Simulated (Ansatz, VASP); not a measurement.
Sr in VASP and in Ansatz

File INCAR:

```
SYSTEM = Sr
  PREC = Accurate
  ENCUT = 520
  EDIFF = 1E-8
  ISMEAR = -1
  SIGMA = 0.08
  LREAL = .False.
  LASPH = .True.
  NELM = 100
  ALGO = Normal
  ISIF = 2
  LWAVE = .False.
  LCHARG = .False.
  GGA = PE
  LEFG = .True.
  NBANDS = 11
```

KPOINTS

```
regular mesh
0
Gamma
  10 10 10
  0 0 0
```

File POSCAR:

```
Sr
1.0
    0.0000000000      3.0423500000      3.0423500000
    3.0423500000      0.0000000000      3.0423500000
    3.0423500000      3.0423500000      0.0000000000
Sr
1
Direct
    0.0000000000      0.0000000000      0.0000000000
```

Input for Ansatz:

```yaml
crystal:
  lattice:
    - [0.0, 3.04235, 3.04235]
    - [3.04235, 0.0, 3.04235]
    - [3.04235, 3.04235, 0.0]
  atoms:
    - { symbol: Sr, position: [0.0, 0.0, 0.0] }
kpoints:
  mp_grid: { grid: [10, 10, 10] }
  band_path:
    path:
      - [0.0, 0.0, 0.0]
      - [0.5, 0.0, 0.5]
      - [0.625, 0.25, 0.625]
      - [0.375, 0.375, 0.75]
      - [0.0, 0.0, 0.0]
      - [0.5, 0.5, 0.5]
      - [0.5, 0.25, 0.75]
      - [0.5, 0.0, 0.5]
    npoints: 14
scf:
  occupations: { method: fermi_dirac, width: 0.08 }
hamiltonian:
  xc: pbe
  pseudopotentials: { kind: paw }
output:
  forces: true
  stress: true
  eigenvalues: true
  efg: { contact_densities: true }
  populations: true
  bader: true
  dos: { projected: true, de: 0.2, e_range: [-14, 8] }
  write_density: true
  write_potential: true
  elf: true
  volumetric_format: npy
```

Alike in both runs: task electric field gradients; functional PBE; k mesh 10 × 10 × 10; occupations fermi-dirac, width 0.08 eV; no spin polarisation.

```csv
,VASP,Ansatz
version,VASP 6.6.1,Ansatz 0.2.0
potentials or method,"VASP PAW PBE potentials, release 64 (Sr_sv)","PAW with Ansatz's default frozen-core files, scalar-relativistic"
plane-wave cutoff (eV),520,420
valence electrons in the cell,10,10
```

|  | VASP | Ansatz | Ansatz less VASP |
| --- | --- | --- | --- |
| pressure (GPa) | -0.3 | -0.3 | 0.00 |
